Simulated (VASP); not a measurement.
# TiSi16 (a cell with a defect) in VASP: relaxation of the atoms with PBEsol

Aim: the relaxation of the atoms of TiSi16 (a cell with a defect) with PBEsol.

All numbers are computed with VASP 6.6.1; they aren't measurements. Logs are shortened: lines on timing, memory, paths and dates and some standing lists are left out, and cuts for length are marked.

## 1. The cell of the first run

The cell holds a defect, 17 atoms: a = 7.679 Å, b = 7.679 Å, c = 7.679 Å, α = 60.00°, β = 60.00°, γ = 60.00°.

## 2. Relaxation of the atoms, PBEsol

INCAR reads:

```
SYSTEM = TiSi16
PREC     = Accurate       ! precision mode
ENCUT    = 520            ! plane-wave cutoff, eV
EDIFF    = 1E-6           ! SCF threshold, eV
ISMEAR   = 0              ! smearing method
SIGMA    = 0.05           ! smearing width, eV
LREAL    = Auto         
LASPH    = .TRUE.         ! aspherical terms in the spheres
NELM     = 80             ! most SCF steps
ALGO     = Normal         ! electronic algorithm
ISIF     = 2              ! what is computed and relaxed
LWAVE    = .FALSE.        ! write WAVECAR
LCHARG   = .FALSE.        ! write CHGCAR
GGA      = PS             ! functional
IBRION   = 2              ! ionic algorithm
NSW      = 80             ! ionic steps
EDIFFG   = -0.03          ! ionic threshold
```

KPOINTS reads:

```
Automatic mesh
0
G
  2 2 2
  0 0 0
```

POSCAR reads:

```
TiSi16
1.0
    0.0000000000      5.4300000000      5.4300000000
    5.4300000000      0.0000000000      5.4300000000
    5.4300000000      5.4300000000      0.0000000000
Si Ti
16 1
Direct
    0.0000000000      0.0000000000      0.0000000000
    0.1250000000      0.1250000000      0.1250000000
    0.0000000000      0.0000000000      0.5000000000
    0.1250000000      0.1250000000      0.6250000000
    0.0000000000      0.5000000000      0.0000000000
    0.1250000000      0.6250000000      0.1250000000
    0.0000000000      0.5000000000      0.5000000000
    0.1250000000      0.6250000000      0.6250000000
    0.5000000000      0.0000000000      0.0000000000
    0.6250000000      0.1250000000      0.1250000000
    0.5000000000      0.0000000000      0.5000000000
    0.6250000000      0.1250000000      0.6250000000
    0.5000000000      0.5000000000      0.0000000000
    0.6250000000      0.6250000000      0.1250000000
    0.5000000000      0.5000000000      0.5000000000
    0.6250000000      0.6250000000      0.6250000000
    0.3718234600      0.3868078700      0.3739375100
```

Potentials or basis: VASP PAW PBE potentials, release 64 (Si, Ti_sv).

Command:

```bash
> cat potpaw_PBE.64/Si/POTCAR potpaw_PBE.64/Ti_sv/POTCAR > POTCAR
> mpirun -np 1 vasp_std > vasp.out
```

OUTCAR:

```text
SYSTEM = TiSi16
   PREC = Accurate
   ENCUT = 520
   EDIFF = 1E-6
   ISMEAR = 0
   LREAL = Auto
   LASPH = .TRUE.
   NELM = 80
   ISIF = 2
   GGA = PS
   IBRION = 2
   NSW = 80
   EDIFFG = -0.03

 ion  position               nearest neighbor table
   1  0.000  0.000  0.000-   2 2.35   4 2.35   6 2.35  10 2.35
   2  0.125  0.125  0.125-   1 2.35   3 2.35   5 2.35   9 2.35
   3  0.000  0.000  0.500-   2 2.35   4 2.35   8 2.35  12 2.35
   4  0.125  0.125  0.625-   1 2.35   3 2.35   7 2.35  11 2.35  17 2.76
   5  0.000  0.500  0.000-   2 2.35   6 2.35   8 2.35  14 2.35
   6  0.125  0.625  0.125-   1 2.35   5 2.35   7 2.35  13 2.35  17 2.69
   7  0.000  0.500  0.500-  17 2.33   6 2.35   8 2.35  16 2.35   4 2.35
   8  0.125  0.625  0.625-   3 2.35   5 2.35   7 2.35  15 2.35  17 2.66
   9  0.500  0.000  0.000-   2 2.35  10 2.35  12 2.35  14 2.35
  10  0.625  0.125  0.125-   1 2.35   9 2.35  11 2.35  13 2.35  17 2.77
  11  0.500  0.000  0.500-   4 2.35  10 2.35  12 2.35  16 2.35  17 2.43
  12  0.625  0.125  0.625-   3 2.35   9 2.35  11 2.35  15 2.35  17 2.74
  13  0.500  0.500  0.000-  17 2.35  10 2.35  14 2.35  16 2.35   6 2.35
  14  0.625  0.625  0.125-   5 2.35   9 2.35  13 2.35  15 2.35  17 2.67
  15  0.500  0.500  0.500-  17 2.30  12 2.35  14 2.35  16 2.35   8 2.35
  16  0.625  0.625  0.625-   7 2.35  11 2.35  13 2.35  15 2.35
  17  0.372  0.387  0.374-  15 2.30   7 2.33  13 2.35  11 2.43   8 2.66  14 2.67   6 2.69  12 2.74
                             4 2.76  10 2.77

  LATTYP: Found a face centered cubic cell.
 ALAT       =    10.8600000000

  Lattice vectors:

 A1 = (   0.0000000000,   5.4300000000,   5.4300000000)
 A2 = (   5.4300000000,   0.0000000000,   5.4300000000)
 A3 = (   5.4300000000,   5.4300000000,   0.0000000000)

Analysis of symmetry for initial positions (statically):
=====================================================================
 Subroutine PRICEL returns:
 Original cell was already a primitive cell.

 Routine SETGRP: Setting up the symmetry group for a
 face centered cubic supercell.

 Subroutine GETGRP returns: Found  1 space group operations
 (whereof  1 operations were pure point group operations)
 out of a pool of 48 trial point group operations.

The static configuration has the point symmetry C_1 .

Analysis of symmetry for dynamics (positions and initial velocities):
=====================================================================
 Subroutine PRICEL returns:
 Original cell was already a primitive cell.

 Routine SETGRP: Setting up the symmetry group for a
 face centered cubic supercell.

 Subroutine GETGRP returns: Found  1 space group operations
 (whereof  1 operations were pure point group operations)
 out of a pool of 48 trial point group operations.

The dynamic configuration has the point symmetry C_1 .

 Subroutine INISYM returns: Found  1 space group operations
 (whereof  1 operations are pure point group operations),
 and found     1 'primitive' translations

----------------------------------------------------------------------------------------

                                     Primitive cell

  volume of cell :     320.2060

  direct lattice vectors                    reciprocal lattice vectors
     0.000000000  5.430000000  5.430000000    -0.092081031  0.092081031  0.092081031
     5.430000000  0.000000000  5.430000000     0.092081031 -0.092081031  0.092081031
     5.430000000  5.430000000  0.000000000     0.092081031  0.092081031 -0.092081031

  length of vectors
     7.679179644  7.679179644  7.679179644     0.159489025  0.159489025  0.159489025

  position of ions in fractional coordinates (direct lattice)
     0.000000000  0.000000000  0.000000000
     0.125000000  0.125000000  0.125000000
     0.000000000  0.000000000  0.500000000
     0.125000000  0.125000000  0.625000000
     0.000000000  0.500000000  0.000000000
     0.125000000  0.625000000  0.125000000
[... 9 lines left out ...]
     0.625000000  0.625000000  0.625000000
     0.371823460  0.386807870  0.373937510

  ion indices of the primitive-cell ions
   primitive index   ion index
                 1           1
                 2           2
                 3           3
                 4           4
                 5           5
                 6           6
[... 9 lines left out ...]
                16          16
                17          17

----------------------------------------------------------------------------------------

 KPOINTS: Automatic mesh

Automatic generation of k-mesh.
 Grid dimensions read from file:
 generate k-points for:    2    2    2

 Generating k-lattice:

  Cartesian coordinates                     Fractional coordinates (reciprocal lattice)
    -0.046040516  0.046040516  0.046040516     0.500000000  0.000000000  0.000000000
     0.046040516 -0.046040516  0.046040516     0.000000000  0.500000000  0.000000000
     0.046040516  0.046040516 -0.046040516     0.000000000  0.000000000  0.500000000

  Length of vectors
     0.079744512  0.079744512  0.079744512

  Shift w.r.t. Gamma in fractional coordinates (k-lattice)
     0.000000000  0.000000000  0.000000000

 Subroutine IBZKPT returns following result:
 ===========================================

 Found      8 irreducible k-points:

 Following reciprocal coordinates:
            Coordinates               Weight
  0.000000  0.000000  0.000000      1.000000
  0.500000  0.000000  0.000000      1.000000
  0.000000  0.500000  0.000000      1.000000
  0.000000  0.000000  0.500000      1.000000
  0.500000  0.500000  0.500000      1.000000
  0.500000  0.500000  0.000000      1.000000
  0.000000  0.500000  0.500000      1.000000
  0.500000  0.000000  0.500000      1.000000
   k-points           NKPTS =      8   k-points in BZ     NKDIM =      8   number of bands    NBANDS=     47
   number of dos      NEDOS =    301   number of ions     NIONS =     17
   total plane-waves  NPLWV = 216000
   dimension x,y,z NGX =    60 NGY =   60 NGZ =   60
   dimension x,y,z NGXF=   120 NGYF=  120 NGZF=  120
   ions per type =              16   1
   NGX,Y,Z   is equivalent  to a cutoff of  12.99, 12.99, 12.99 a.u.
   NGXF,Y,Z  is equivalent  to a cutoff of  25.98, 25.98, 25.98 a.u.
 SYSTEM =  TiSi16
   PREC   = accura    normal or accurate (medium, high low for compatibility)
   ISTART =      0    job   : 0-new  1-cont  2-samecut
   ICHARG =      2    charge: 1-file 2-atom 10-const
   ISPIN  =      1    spin polarized calculation?
   LNONCOLLINEAR =      F non collinear calculations
   LSORBIT =      F    spin-orbit coupling
   LASPH  =      T    aspherical Exc in radial PAW
   ENCUT  =  520.0 eV  38.22 Ry    6.18 a.u.  14.28 14.28 14.28*2*pi/ulx,y,z
   NELM   =     80;   NELMIN=  2; NELMDL= -5     # of ELM steps
   EDIFF  = 0.1E-05   stopping-criterion for ELM
   LREAL  =      T    real-space projection
   EDIFFG = -.3E-01   stopping-criterion for IOM
   NSW    =     80    number of steps for IOM
   IBRION =      2    ionic relax: 0-MD 1-quasi-New 2-CG
   NFREE  =      1    steps in history (QN), initial steepest desc. (CG)
   ISIF   =      2    stress and relaxation
   ISYM   =      2    0-nonsym 1-usesym 2-fastsym
   POTIM  = 0.5000    time-step for ionic-motion
   TEBEG  =    0.0;   TEEND  =   0.0 temperature during run
   PSTRESS=    0.0 pullay stress
   NELECT =      76.0000    total number of electrons
   NUPDOWN=      -1.0000    fix difference up-down
   EMIN   =  10.00;   EMAX   =-10.00  energy-range for DOS
   EFERMI =   0.00;   METHOD = LEGACY
   ISMEAR =     0;   SIGMA  =   0.05  broadening in eV -4-tet -1-fermi 0-gaus
   EFERMI_NEDOS =   21; number of points for ismear=-14 and -15
   IALGO  =     38    algorithm
   IMIX   =      4    mixing-type and parameters
     AMIX     =   0.40;   BMIX     =  1.00
     AMIX_MAG =   1.60;   BMIX_MAG =  1.00
  volume/ion in A,a.u.               =      18.84       127.11
  Fermi-wavevector in a.u.,A,eV,Ry     =   1.013607  1.915439 13.978610  1.027399
  Thomas-Fermi vector in A             =   2.146786
   LORBIT       =      0    0 simple, 1 ext, 2 COOP (PROOUT), +10 PAW based schemes
   GGA     = PS    functional components
   LHFCALC =     F    Hartree Fock is set to
   AEXX    =    0.0000 exact exchange contribution
   IVDW    =     0    specifies the selected vdW correction
   LEPSILON=     F    determine dielectric tensor
   LRPA    =     F    only Hartree local field effects (RPA)
 conjugate gradient relaxation of ions
 non-spin polarized calculation
 Gauss-broadening in eV      SIGMA  =   0.05
  energy-cutoff  :      520.00
  volume of cell :      320.21
 maximum number of plane-waves:      8646
 NGX is ok and might be reduce to    60
   NGX = 29   NGY = 29   NGZ = 29

--------------------------------------- Ionic step        1  -------------------------------------------

 number of electron      76.0000004 magnetization

 Free energy of the ion-electron system (eV)
  ---------------------------------------------------
  ext. energy  EPLUGINS =         0.00000000
  ---------------------------------------------------
  free energy    TOTEN  =       -97.92924439 eV

  energy without entropy =      -97.88693520  energy(sigma->0) =      -97.90808980

------------------------ aborting loop because EDIFF is reached ----------------------------------------

  FORCE on cell =-STRESS in cart. coord.  units (eV):
  Direction    XX          YY          ZZ          XY          YZ          ZX
  --------------------------------------------------------------------------------------
  -------------------------------------------------------------------------------------
  Total        5.8586050      5.8801309      5.8629652      0.5867567      0.7354204     -0.2872270
  in kB       29.3140156     29.4217221     29.3358322      2.9358857      3.6797371     -1.4371639
  external PRESSURE =      29.3571900 kB  Pullay stress =       0.0000000 kB

 VOLUME and BASIS-vectors are now :
 -----------------------------------------------------------------------------
  energy-cutoff  :      520.00
  volume of cell :      320.21
      direct lattice vectors                 reciprocal lattice vectors
     0.000000000  5.430000000  5.430000000    -0.092081031  0.092081031  0.092081031
     5.430000000  0.000000000  5.430000000     0.092081031 -0.092081031  0.092081031
     5.430000000  5.430000000  0.000000000     0.092081031  0.092081031 -0.092081031
[... 273 lines left out ...]
      6.79946      6.78274      6.79712        -0.015686      0.007938     -0.013226
      4.08272      4.06807      4.08046        -0.043828      0.022609     -0.030149
 -----------------------------------------------------------------------------------
    total drift:                               -0.008241      0.005241     -0.003875

  FREE ENERGIE OF THE ION-ELECTRON SYSTEM (eV)
  ---------------------------------------------------
  free  energy   TOTEN  =       -98.3258801534 eV

  energy  without entropy=      -98.3036696089  energy(sigma->0) =      -98.31477488

--------------------------------------- Ionic step        7  -------------------------------------------

 number of electron      75.9999998 magnetization

 Free energy of the ion-electron system (eV)
  ---------------------------------------------------
  ext. energy  EPLUGINS =         0.00000000
  ---------------------------------------------------
  free energy    TOTEN  =       -98.32603197 eV

  energy without entropy =      -98.30344549  energy(sigma->0) =      -98.31473873

 E-fermi :   6.8196     XC(G=0):  -9.8811

 val. band max:        6.7770086867   @ k =   0.0000   0.5000   0.5000
 cond. band min:       6.8468674144   @ k =   0.0000   0.0000   0.5000
 fundamental gap:      0.0698587278
 Fermi energy:         6.8195677326

 k-point     1 :       0.0000    0.0000    0.0000
  band No.  band energies     occupation
      1     -49.7258      2.00000
      2     -26.2070      2.00000
      3     -26.2050      2.00000
      4     -26.1984      2.00000
      5      -5.7880      2.00000
      6      -3.5566      2.00000
[... 415 lines left out ...]
      2.70115      2.69706      0.01893        -0.004991      0.009938     -0.012468
      4.07629      4.06932      1.32709         0.011137     -0.010344     -0.007828
      2.69833      0.01842      2.69780         0.006702     -0.014358      0.008800
      4.07387      1.32414      4.07290         0.003990     -0.001482      0.000176
[... 9 lines left out ...]
      6.79941      6.78230      6.79716        -0.009777      0.017671     -0.010049
      4.08081      4.06901      4.07879        -0.017132      0.012363     -0.008504
 -----------------------------------------------------------------------------------
    total drift:                               -0.006842      0.003594     -0.009107

  FREE ENERGIE OF THE ION-ELECTRON SYSTEM (eV)
  ---------------------------------------------------
  free  energy   TOTEN  =       -98.3260319719 eV

  energy  without entropy=      -98.3034454879  energy(sigma->0) =      -98.31473873

 reached required accuracy - stopping structural energy minimisation
```

Run time: 11 min. Hardware: 1 thread of Intel Xeon Platinum 8488C (Sapphire Rapids), shared host; peak memory 0.55 GiB.

What came out:

```yaml
Free_energy: -98.3260 eV
Energy_gained_by_relaxing: 23.3 meV/atom
Ionic_steps: 7
Pressure_after_relaxing: 2.1 GPa
Largest_force_after_relaxing: 0.026 eV/Å
Band_gap_on_the_k_mesh: zero (bands 38 and 39 overlap by 0.40 eV)
```

Forces on the atoms (eV/Å):
```
Si  -0.008  0.004 -0.007
Si   0.000  0.000  0.000
Si  -0.005  0.010 -0.012
Si   0.011 -0.010 -0.008
Si   0.007 -0.014  0.009
Si   0.004 -0.001  0.000
Si   0.019 -0.016 -0.006
Si   0.001  0.002  0.006
Si  -0.012  0.009 -0.004
Si  -0.008 -0.009  0.010
Si  -0.006  0.010 -0.008
Si   0.015  0.006  0.015
Si  -0.005 -0.016  0.018
Si   0.008  0.004  0.001
Si   0.006 -0.007  0.005
Si  -0.010  0.018 -0.010
Ti  -0.017  0.012 -0.009
```

Step by step:
| step | energy change (eV) | largest force (eV/Å) | pressure (GPa) |
| --- | --- | --- | --- |
| 1 | 0.0000 | 2.1511 | 2.94 |
| 2 | -0.3804 | 0.5694 | 2.05 |
| 3 | -0.3833 | 0.3822 | 2.07 |
| 4 | -0.3943 | 0.2210 | 2.05 |
| 5 | -0.3947 | 0.1482 | 2.05 |
| 6 | -0.3966 | 0.0578 | 2.07 |
| 7 | -0.3968 | 0.0258 | 2.07 |

Final structure:
```cif
data_structure
_symmetry_space_group_name_H-M 'P 1'
_symmetry_Int_Tables_number 1
_cell_length_a 7.6792
_cell_length_b 7.6792
_cell_length_c 7.6792
_cell_angle_alpha 60.000
_cell_angle_beta 60.000
_cell_angle_gamma 60.000
_cell_volume 320.21
loop_
_atom_site_label
_atom_site_type_symbol
_atom_site_fract_x
_atom_site_fract_y
_atom_site_fract_z
_atom_site_occupancy
Si1 Si 0.00129 0.00198 0.00137 1
Si2 Si 0.12504 0.12488 0.12502 1
Si3 Si 0.00137 0.00212 0.49533 1
Si4 Si 0.12156 0.12284 0.62786 1
Si5 Si 0.00165 0.49518 0.00174 1
Si6 Si 0.12184 0.62823 0.12202 1
Si7 Si 0.98768 0.50424 0.50408 1
Si8 Si 0.12200 0.62829 0.62809 1
Si9 Si 0.49535 0.00207 0.00142 1
Si10 Si 0.62780 0.12279 0.12168 1
Si11 Si 0.50330 0.99018 0.50333 1
Si12 Si 0.62786 0.12295 0.62789 1
Si13 Si 0.50393 0.50416 0.98806 1
Si14 Si 0.62803 0.62827 0.12213 1
Si15 Si 0.50433 0.50448 0.50434 1
Si16 Si 0.62431 0.62747 0.62473 1
Ti1 Ti 0.37449 0.37667 0.37486 1
```

Caveat: the k points lie up to 0.50 Å⁻¹ apart; the PAW data sets were made with another functional, which shifts forces and pressure a little.

The gap in the log of VASP goes by the Fermi energy; the results here count the filled bands.